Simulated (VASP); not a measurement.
Wanted: the native input for a VASP 6.6.1 run.

- Task: single point
- Functional: PBE
- Potentials or basis: VASP PAW PBE potentials, release 64 (La, Hf_pv, O)
- Cutoff: 520 eV
- k mesh: 6 × 6 × 4
- Occupations: gaussian, width 0.1 eV
- Spin: no spin polarisation
- Dipole correction: no
- Further INCAR settings: ALGO = Normal; EDIFF = 1e-06; NBANDS = 30

The structure of La2HfO2 lies in POSCAR:

```
La2HfO2
1.0
    3.8188691818      0.0000000000      0.0000000000
   -1.9094345909      3.3072377252      0.0000000000
    0.0000000000      0.0000000000      9.5882769061
La Hf O
2 1 2
Direct
    0.6666666667      0.3333333333      0.3270950051
    0.3333333333      0.6666666667      0.6729049949
    0.0000000000      0.0000000000      0.0000000000
    0.6666666667      0.3333333333      0.5978374195
    0.3333333333      0.6666666667      0.4021625805
```

The cell was built from a structure type or drawn by symmetry, and may not be a known phase.

One way to write it, as run:

INCAR

```
  PREC = Accurate
  ENCUT = 520
  EDIFF = 1E-6
  ISMEAR = 0
  SIGMA = 0.1
  LREAL = False
  LASPH = True
  NELM = 80
  ALGO = Normal
  ISIF = 2
  LWAVE = False
  LCHARG = False
  GGA = PE
  NBANDS = 30
```

KPOINTS

```
Automatic mesh
0
Gamma
  6 6 4
```

Potentials or basis: VASP PAW PBE potentials, release 64 (La, Hf_pv, O).

Command:

```bash
$ cat potpaw_PBE.64/La/POTCAR potpaw_PBE.64/Hf_pv/POTCAR potpaw_PBE.64/O/POTCAR > POTCAR
$ mpirun -np 1 vasp_std > vasp.out
```

Results of the run:

- Pressure: -0.1 GPa
- Largest force: 0.011 eV/Å
- Band gap on the k mesh: zero (bands 22 and 23 overlap by 0.18 eV)

Caveat: spin-orbit coupling is left out, which moves the levels of the heavy elements.

Run time: 82 s on 1 thread of Intel(R) Xeon(R) 6975P-C (Granite Rapids), on a shared host, peak memory 0.28 GiB.
